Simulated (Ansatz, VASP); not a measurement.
One calculation of SiO2, two programs

The input POSCAR:

```
SiO2
1.0
    5.0605222284      0.0000000000      0.0000000000
   -2.5302611142      4.3825408062      0.0000000000
    0.0000000000      0.0000000000      5.5413533100
Si O
3 6
Direct
    0.5000000000      0.0000000000      0.0000000000
    0.5000000000      0.5000000000      0.6666666667
    0.0000000000      0.5000000000      0.3333333333
    0.2086053700      0.7913946300      0.1666666667
    0.2086053700      0.4172107400      0.5000000000
    0.4172107400      0.2086053700      0.8333333333
    0.7913946300      0.2086053700      0.1666666667
    0.7913946300      0.5827892600      0.5000000000
    0.5827892600      0.7913946300      0.8333333333
```

The input INCAR.step1:

```
SYSTEM = SiO2
PREC = Accurate
ENCUT = 660
ISMEAR = -1
SIGMA = 0.05
LREAL = .False.
LASPH = .True.
NELM = 120
GGA = PE
ALGO = Normal
EDIFF = 1E-5
LWAVE = .True.
LCHARG = .False.
GGA_COMPAT = .False.
IBRION = 2
ISIF = 3
EDIFFG = -0.005
NELMIN = 4
NSW = 100
```

Contents of INCAR.step2:

```
SYSTEM = SiO2
PREC = Accurate
ENCUT = 660
EDIFF = 1E-7
ISMEAR = -1
SIGMA = 0.05
LREAL = .False.
LASPH = .True.
NELM = 120
ALGO = Normal
ISIF = 3
LWAVE = .False.
LCHARG = .False.
METAGGA = R2SCAN
LMIXTAU = .True.
IBRION = 2
NSW = 60
EDIFFG = -0.01
ISTART = 1
GGA_COMPAT = .False.
NELMIN = 4
```

Contents of KPOINTS:

```
Automatic mesh
0
Gamma
  6 6 5
  0 0 0
```

File input.yaml:

```yaml
crystal:
  lattice:
    - [5.0605222284, 0.0, 0.0]
    - [-2.5302611142, 4.3825408062, 0.0]
    - [0.0, 0.0, 5.54135331]
  atoms:
    - { symbol: Si, position: [0.5, 0.0, 0.0] }
    - { symbol: Si, position: [0.5, 0.5, 0.6666666667] }
    - { symbol: Si, position: [0.0, 0.5, 0.3333333333] }
    - { symbol: O, position: [0.20860537, 0.79139463, 0.1666666667] }
    - { symbol: O, position: [0.20860537, 0.41721074, 0.5] }
    - { symbol: O, position: [0.41721074, 0.20860537, 0.8333333333] }
    - { symbol: O, position: [0.79139463, 0.20860537, 0.1666666667] }
    - { symbol: O, position: [0.79139463, 0.58278926, 0.5] }
    - { symbol: O, position: [0.58278926, 0.79139463, 0.8333333333] }
hamiltonian:
  xc: r2scan
  pseudopotentials: { kind: paw }
kpoints:
  mp_grid: { grid: [6, 6, 5] }
scf:
  occupations: { method: fermi_dirac, width: 0.05 }
output:
  forces: true
  stress: true
  eigenvalues: true
relax:
  f_tol: 0.01
  max_steps: 40
  cell: { stress_tol: 0.05 }
```

Alike in both runs: task relaxation of cell and atoms; functional r2SCAN; k mesh 6 × 6 × 5; occupations fermi-dirac, width 0.05 eV; no spin polarisation.

|  | VASP | Ansatz |
| --- | --- | --- |
| version | VASP 6.6.1 | Ansatz 0.2.0 |
| potentials or method | VASP PAW PBE potentials, release 64 (Si, O) | Ansatz PAW |
| plane-wave cutoff (eV) | 660 | 500 |
| valence electrons in the cell | 48 | 48 |

Ansatz gave:

| Quantity | Value |
| --- | --- |
| gap on the k mesh at the Fermi level, each at its own relaxed structure (eV) | 6.29 |
| relaxed volume (Å³/atom) | 13.65 |
| relaxed length of the cell vector where the two differ most in proportion (Å) | 5.060 |

Problem. What did VASP give for the same quantities?

Solution. gap on the k mesh at the Fermi level, each at its own relaxed structure (eV): 6.30; relaxed volume (Å³/atom): 13.64; relaxed length of the cell vector where the two differ most in proportion (Å): 5.058.

VASP's potentials were made for PBE, not for r2SCAN.

Noted on Ansatz's run: odd divisions of the mesh miss points on the zone boundary, where band edges often lie, so the gap on the mesh can be too wide; the plane-wave basis is chosen anew once the cell has moved, so the energies of steps on either side of that aren't comparable.
